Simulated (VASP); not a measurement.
SnO, 8 atoms in the cell. The typed cell holds 8 atoms: a = 3.868 Å, b = 3.868 Å, c = 10.171 Å, α = 90.00°, β = 90.00°, γ = 90.00°. 

| Quantity | Value |
| --- | --- |
| Program | VASP 6.6.1 |
| Task | single point |
| Functional | PBE |
| Potentials or basis | VASP PAW PBE potentials, release 64 (Sn_d, O_h) |
| Cutoff | 910 eV |
| k mesh | 10 × 10 × 4 |
| Occupations | gaussian, width 0.02 eV |
| Spin | no spin polarisation |
| Dipole correction | no |
| Further INCAR settings | ALGO = Normal; EDIFF = 1e-06; NBANDS = 50 |

Potentials or basis: VASP PAW PBE potentials, release 64 (Sn_d, O_h).

The run is started by

```console
$ cat potpaw_PBE.64/Sn_d/POTCAR potpaw_PBE.64/O_h/POTCAR > POTCAR
$ mpirun -np 1 vasp_std > vasp.out
```

Hardware: 1 thread of Intel(R) Xeon(R) Platinum 8124M CPU @ 3.00GHz (Skylake/Cascade Lake), on a shared host.

Q: Estimate the wall time of this run.

A: It took 26 min on 1 thread of Intel(R) Xeon(R) Platinum 8124M CPU @ 3.00GHz (Skylake/Cascade Lake), with other jobs on the host, peak memory 1.2 GiB. Counts: scf iterations 16, k points 93.
